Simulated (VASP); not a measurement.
Wanted: the native input for a VASP 6.6.1 run.

```
Task                   : single point
Functional             : r2SCAN
Potentials or basis    : VASP PAW PBE potentials, release 64 (Sb)
Cutoff                 : 550 eV
k mesh                 : 8 × 8 × 5
Occupations            : fermi-dirac, width 0.1 eV
Spin                   : no spin polarisation
Dipole correction      : no
Further INCAR settings : ALGO = Normal; EDIFF = 1e-06; NBANDS = 12
```

Crystal: Sb.

```
Sb
1.0
     3.36758    0.00000    0.00000
    -1.68379    2.91641    0.00000
     0.00000    0.00000    5.48666
Sb
2
Cartesian
  0.0000 1.9443 1.3717
  1.6838 0.9721 4.1150
```

This isn't the form of Sb at room conditions, which is rhombohedral.

The input as run:

POSCAR

```
Sb
1.0
    3.3675835071      0.0000000000      0.0000000000
   -1.6837917536      2.9164128665      0.0000000000
    0.0000000000      0.0000000000      5.4866616586
Sb
2
Direct
    0.3333333333      0.6666666667      0.2500000000
    0.6666666667      0.3333333333      0.7500000000
```

INCAR.step1

```
PREC = Accurate ; ENCUT = 550
ISMEAR = -1 ; SIGMA = 0.1
LREAL = False ; LASPH = True
NELM = 120 ; NBANDS = 12
GGA = PE ; ALGO = Normal
EDIFF = 1E-5 ; LWAVE = True
LCHARG = False ; GGA_COMPAT = False
```

INCAR.step2

```
PREC = Accurate ; ENCUT = 550
EDIFF = 1E-6 ; ISMEAR = -1
SIGMA = 0.1 ; LREAL = False
LASPH = True ; NELM = 120
ALGO = Normal ; ISIF = 2
LWAVE = False ; LCHARG = False
METAGGA = R2SCAN ; LMIXTAU = True
NBANDS = 12 ; ISTART = 1
GGA_COMPAT = False
```

KPOINTS

```
Automatic mesh
0
Gamma
  8 8 5
```

Potentials or basis: VASP PAW PBE potentials, release 64 (Sb).

Run with:

```console
$ cat potpaw_PBE.64/Sb/POTCAR > POTCAR
$ cp INCAR.step1 INCAR
$ mpirun -np 1 vasp_std > vasp.out
$ cp INCAR.step2 INCAR
$ mpirun -np 1 vasp_std > vasp.out
```

Results of the run:

The pressure is -0.1 GPa and the band gap on the k mesh is zero (bands 5 and 6 overlap by 6.50 eV).

Caveat: the PAW data sets were made with another functional, which shifts forces and pressure a little; spin-orbit coupling is left out, which moves the levels of the heavy elements.

Run time: 68 s on 1 thread of Intel(R) Xeon(R) Platinum 8488C (Sapphire Rapids) (shared host), peak memory 0.18 GiB.
